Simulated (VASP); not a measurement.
# Os (P6_3/mmc) in VASP: further runs

The runs below take Os through single point, relaxation of cell and atoms, with PBE.

Everything below comes from runs of VASP 6.6.1. Logs are shortened: lines on timing, memory, paths and dates and some standing lists are left out, and cuts for length are marked.

### 1 The cell of the first run

It takes space group P6_3/mmc (No. 194, hexagonal). Conventional cell: a = 2.754 Å, b = 2.754 Å, c = 4.348 Å, α = 90.00°, β = 90.00°, γ = 120.00°. Os (site symmetry -6m2) has 12 Os at 2.69 to 2.75 Å within 3.6 Å.

### 2 Single point, PBE

INCAR reads:

```
SYSTEM = Os
PREC = Accurate
ENCUT = 520
EDIFF = 1E-7
ISMEAR = 0
SIGMA = 0.1
LREAL = .False.
LASPH = .True.
NELM = 60
ALGO = Normal
ISIF = 2
LWAVE = .False.
LCHARG = .False.
GGA = PE
NBANDS = 15
```

KPOINTS reads:

```
regular mesh
0
Gamma
  9 9 4
  0 0 0
```

POSCAR reads:

```
Os
1.0
    2.7542602922      0.0000000000      0.0000000000
   -1.3771301461      2.3852593816      0.0000000000
    0.0000000000      0.0000000000      4.3475402416
Os
2
Direct
    0.3333333333      0.6666666667      0.2500000000
    0.6666666667      0.3333333333      0.7500000000
```

Potentials or basis: VASP PAW PBE potentials, release 64 (Os).

Command:

```bash
$ cat potpaw_PBE.64/Os/POTCAR > POTCAR
$ mpirun -np 1 vasp_std > vasp.out
```

OUTCAR:

```text
SYSTEM = Os
   PREC = Accurate
   ENCUT = 520
   EDIFF = 1E-7
   ISMEAR = 0
   LREAL = .False.
   LASPH = .True.
   NELM = 60
   ISIF = 2
   GGA = PE

 ion  position               nearest neighbor table
   1  0.333  0.667  0.250-   2 2.69   2 2.69   2 2.69   2 2.69   2 2.69   2 2.69
   2  0.667  0.333  0.750-   1 2.69   1 2.69   1 2.69   1 2.69   1 2.69   1 2.69

  LATTYP: Found a hexagonal cell.
 ALAT       =     2.7542602922
 C/A-ratio  =     1.5784783500

  Lattice vectors:

 A1 = (   2.7542602922,   0.0000000000,   0.0000000000)
 A2 = (  -1.3771301461,   2.3852593816,   0.0000000000)
 A3 = (   0.0000000000,   0.0000000000,   4.3475402416)

Analysis of symmetry for initial positions (statically):
=====================================================================
 Subroutine PRICEL returns:
 Original cell was already a primitive cell.

 Routine SETGRP: Setting up the symmetry group for a
 hexagonal supercell.

 Subroutine GETGRP returns: Found 24 space group operations
 (whereof 12 operations were pure point group operations)
 out of a pool of 24 trial point group operations.

The static configuration has the point symmetry D_3d.
 The point group associated with its full space group is D_6h.

Analysis of symmetry for dynamics (positions and initial velocities):
=====================================================================
 Subroutine PRICEL returns:
 Original cell was already a primitive cell.

 Routine SETGRP: Setting up the symmetry group for a
 hexagonal supercell.

 Subroutine GETGRP returns: Found 24 space group operations
 (whereof 12 operations were pure point group operations)
 out of a pool of 24 trial point group operations.

The dynamic configuration has the point symmetry D_3d.
 The point group associated with its full space group is D_6h.

 Subroutine INISYM returns: Found 24 space group operations
 (whereof 12 operations are pure point group operations),
 and found     1 'primitive' translations

----------------------------------------------------------------------------------------

                                     Primitive cell

  volume of cell :      28.5617

  direct lattice vectors                    reciprocal lattice vectors
     2.754260292  0.000000000  0.000000000     0.363073891  0.209620808  0.000000000
    -1.377130146  2.385259382  0.000000000     0.000000000  0.419241617  0.000000000
     0.000000000  0.000000000  4.347540242     0.000000000  0.000000000  0.230015122

  length of vectors
[... 91 lines left out ...]
   TEBEG  =    0.0;   TEEND  =   0.0 temperature during run
   PSTRESS=    0.0 pullay stress
   NELECT =      16.0000    total number of electrons
   NUPDOWN=      -1.0000    fix difference up-down
   EMIN   =  10.00;   EMAX   =-10.00  energy-range for DOS
   EFERMI =   0.00;   METHOD = LEGACY
   ISMEAR =     0;   SIGMA  =   0.10  broadening in eV -4-tet -1-fermi 0-gaus
   EFERMI_NEDOS =   21; number of points for ismear=-14 and -15
   IALGO  =     38    algorithm
   IMIX   =      4    mixing-type and parameters
     AMIX     =   0.40;   BMIX     =  1.00
     AMIX_MAG =   1.60;   BMIX_MAG =  1.00
  volume/ion in A,a.u.               =      14.28        96.37
  Fermi-wavevector in a.u.,A,eV,Ry     =   1.349543  2.550267 24.779836  1.821267
  Thomas-Fermi vector in A             =   2.477121
   LORBIT       =      0    0 simple, 1 ext, 2 COOP (PROOUT), +10 PAW based schemes
   GGA     = PE    functional components
   LHFCALC =     F    Hartree Fock is set to
   AEXX    =    0.0000 exact exchange contribution
   IVDW    =     0    specifies the selected vdW correction
   LEPSILON=     F    determine dielectric tensor
   LRPA    =     F    only Hartree local field effects (RPA)
 non-spin polarized calculation
 Gauss-broadening in eV      SIGMA  =   0.10
  energy-cutoff  :      520.00
  volume of cell :       28.56
 maximum number of plane-waves:       782
   NGX = 11   NGY = 11   NGZ = 17

 number of electron      15.9999999 magnetization

 Free energy of the ion-electron system (eV)
  ---------------------------------------------------
  ext. energy  EPLUGINS =         0.00000000
  ---------------------------------------------------
  free energy    TOTEN  =       -22.51897406 eV

  energy without entropy =      -22.51664356  energy(sigma->0) =      -22.51780881

 E-fermi :   9.2899     XC(G=0): -13.9419

 val. band max:        9.2884907701   @ k =   0.3333  -0.0000   0.2500
 cond. band min:       9.4955950134   @ k =   0.3333   0.1111   0.2500
 fundamental gap:      0.2071042434
 Fermi energy:         9.2899427561

 k-point     1 :       0.0000    0.0000    0.0000
  band No.  band energies     occupation
      1      -1.5980      2.00000
      2       1.5576      2.00000
      3       6.1821      2.00000
      4       6.1821      2.00000
      5       6.4417      2.00000
      6       6.9966      2.00000
      7       6.9966      2.00000
      8       7.6198      2.00000
      9       7.6198      2.00000
     10       9.1932      1.82893
     11      10.7768      0.00000
     12      10.7768      0.00000
     13      17.9896      0.00000
     14      23.1968      0.00000
[... 401 lines left out ...]
      2       3.6703      2.00000
      3       3.6703      2.00000
      4       4.6828      2.00000
      5       5.7819      2.00000
      6       5.7819      2.00000
      7       7.6911      2.00000
      8       9.5138      0.00155
      9      10.7146      0.00000
     10      10.7146      0.00000
     11      15.2657      0.00000
     12      15.2657      0.00000
     13      17.8444      0.00000
     14      21.0402      0.00000
     15      21.0402      0.00000

 [... further k-points ...]

------------------------ aborting loop because EDIFF is reached ----------------------------------------

  FORCE on cell =-STRESS in cart. coord.  units (eV):
  Direction    XX          YY          ZZ          XY          YZ          ZX
  --------------------------------------------------------------------------------------
  -------------------------------------------------------------------------------------
  Total       -0.0564916     -0.0564916     -0.1074012     -0.0000000      0.0000000      0.0000000
  in kB       -3.1689142     -3.1689142     -6.0247033     -0.0000000      0.0000000      0.0000000
  external PRESSURE =      -4.1208439 kB  Pullay stress =       0.0000000 kB

 VOLUME and BASIS-vectors are now :
 -----------------------------------------------------------------------------
  energy-cutoff  :      520.00
  volume of cell :       28.56
      direct lattice vectors                 reciprocal lattice vectors
     2.754260292  0.000000000  0.000000000     0.363073891  0.209620808  0.000000000
    -1.377130146  2.385259382  0.000000000     0.000000000  0.419241617  0.000000000
     0.000000000  0.000000000  4.347540242     0.000000000  0.000000000  0.230015122

 POSITION                                       TOTAL-FORCE (eV/Angst)
 -----------------------------------------------------------------------------------
     -0.00000      1.59017      1.08689        -0.000000     -0.000000      0.000000
      1.37713      0.79509      3.26066         0.000000      0.000000      0.000000
 -----------------------------------------------------------------------------------
    total drift:                               -0.000000      0.000000     -0.000000

  FREE ENERGIE OF THE ION-ELECTRON SYSTEM (eV)
  ---------------------------------------------------
  free  energy   TOTEN  =       -22.5189740634 eV

  energy  without entropy=      -22.5166435637  energy(sigma->0) =      -22.51780881
```

OSZICAR:

```text
N       E                     dE             d eps       ncg     rms          rms(c)
DAV:   1     0.102528094254E+03    0.10253E+03   -0.74373E+03  1080   0.102E+03
DAV:   2    -0.193784883359E+02   -0.12191E+03   -0.10674E+03  1101   0.325E+02
DAV:   3    -0.239383606927E+02   -0.45599E+01   -0.44597E+01  1437   0.566E+01
DAV:   4    -0.239673721499E+02   -0.29011E-01   -0.28996E-01  1213   0.470E+00
DAV:   5    -0.239675354513E+02   -0.16330E-03   -0.16330E-03  1458   0.325E-01    0.222E+01
DAV:   6    -0.228559198593E+02    0.11116E+01   -0.94342E-01  1395   0.827E+00    0.990E+00
DAV:   7    -0.225275061415E+02    0.32841E+00   -0.64356E-01  1395   0.672E+00    0.442E-01
DAV:   8    -0.225212680396E+02    0.62381E-02   -0.62889E-03  1101   0.586E-01    0.249E-01
DAV:   9    -0.225189683375E+02    0.22997E-02   -0.11656E-03  1290   0.347E-01    0.512E-02
DAV:  10    -0.225189990086E+02   -0.30671E-04   -0.51754E-05  1367   0.618E-02    0.119E-02
DAV:  11    -0.225189750469E+02    0.23962E-04   -0.43070E-06  1192   0.217E-02    0.135E-03
DAV:  12    -0.225189742986E+02    0.74823E-06   -0.99104E-08  1159   0.332E-03    0.976E-04
DAV:  13    -0.225189741144E+02    0.18427E-06   -0.83327E-09   708   0.855E-04    0.229E-04
DAV:  14    -0.225189740634E+02    0.51002E-07   -0.21357E-09   582   0.567E-04
   1 F= -.22518974E+02 E0= -.22517809E+02  d E =-.233050E-02
```

Run time: 9 s. Hardware: 1 thread of Intel Xeon Platinum 8375C at 2.90GHz (Ice Lake), shared host; peak memory 0.14 GiB.

Results:

| Item | Value |
| --- | --- |
| Free energy | -22.5190 eV |
| Pressure | -0.4 GPa |
| Band gap on the k mesh | zero (bands 8 and 9 overlap by 3.71 eV) |

Levels at points of the mesh, in eV from the Fermi level:
```tsv
k point	band 5	band 6	band 7	band 8	band 9	band 10	band 11	band 12
(0.00, 0.00, 0.00)	-2.85	-2.29	-2.29	-1.67	-1.67	-0.10	1.49	1.49
(0.00, 0.00, 0.50)	-3.30	-3.30	-3.30	-3.30	0.71	0.71	0.71	0.71
```

Caveat: the k points lie up to 0.36 Å⁻¹ apart, too coarse for converged energies and pressures of a metal; spin-orbit coupling is left out, which moves the levels of the heavy elements.

### 3 Relaxation of cell and atoms, PBE

This run uses another cell than the first one, of 14.13 Å³/atom.

INCAR reads:

```
SYSTEM = Os
  ALGO = Normal
  EDIFF = 1E-7
  EDIFFG = -0.04
  ENCUT = 600
  GGA = PE
  IBRION = 2
  ISIF = 3
  ISMEAR = 0
  LASPH = .TRUE.
  LCHARG = .FALSE.
  LREAL = .FALSE.
  LWAVE = .FALSE.
  NELM = 80
  NSW = 90
  PREC = Accurate
  SIGMA = 0.1
```

KPOINTS reads:

```
k-points
0
G
  9 9 4
  0 0 0
```

POSCAR reads:

```
Os
1.0
    2.7461342319      0.0000000000      0.0000000000
   -1.3730671160      2.3782220071      0.0000000000
    0.0000000000      0.0000000000      4.3263142200
Os
2
Direct
    0.3333333300      0.6666666700      0.2500000000
    0.6666666700      0.3333333300      0.7500000000
```

Potentials or basis: VASP PAW PBE potentials, release 64 (Os).

Command:

```bash
$ cat potpaw_PBE.64/Os/POTCAR > POTCAR
$ mpirun -np 1 vasp_std > vasp.out
```

Run time: 22 s. Hardware: 1 thread of Intel Xeon Platinum 8375C at 2.90GHz (Ice Lake), shared host; peak memory 0.17 GiB.

Results (log left out):

```yaml
Free_energy: -22.5206 eV
Relaxed_volume: 14.28 Å³/atom
Relaxed_cell: a = 2.755 Å, b = 2.755 Å, c = 4.344 Å, α = 90.00°, β = 90.00°, γ = 120.00°
Space_group_after_relaxing_to_0.1_Å: P6_3/mmc (No. 194)
Energy_gained_by_relaxing: 1.9 meV/atom
Ionic_steps: 3
Pressure_after_relaxing: -0.1 GPa
Band_gap_on_the_k_mesh: zero (bands 8 and 9 overlap by 3.71 eV)
```

Stress tensor (GPa, compression positive):
```
-0.19  0.00  0.00
 0.00 -0.19  0.00
 0.00  0.00  0.11
```

Step by step:
| step | energy change (eV) | largest force (eV/Å) | pressure (GPa) | volume (Å³) |
| --- | --- | --- | --- | --- |
| 1 | 0.0000 | 0.0000 | 4.28 | 28.25 |
| 2 | 0.0647 | 0.0000 | -16.16 | 29.83 |
| 3 | -0.0039 | 0.0000 | -0.09 | 28.55 |

Final structure:
```
Os
1.0
     2.75469    0.00000    0.00000
    -1.37734    2.38563    0.00000
     0.00000    0.00000    4.34444
Os
2
Cartesian
  0.0000 1.5904 1.0861
  1.3773 0.7952 3.2583
```

Levels at points of the mesh, in eV from the Fermi level:
| k point | band 6 | band 7 | band 8 | band 9 | band 10 | band 11 |
| --- | --- | --- | --- | --- | --- | --- |
| (0.00, 0.00, 0.00) | -2.29 | -2.29 | -1.68 | -1.68 | -0.08 | 1.49 |
| (0.00, 0.00, 0.50) | -3.30 | -3.30 | -3.30 | 0.72 | 0.72 | 0.72 |

Caveat: the k points lie up to 0.36 Å⁻¹ apart in the final cell, too coarse for converged energies and pressures of a metal; spin-orbit coupling is left out, which moves the levels of the heavy elements.

The gap in the log of VASP goes by the Fermi energy; the results here count the filled bands.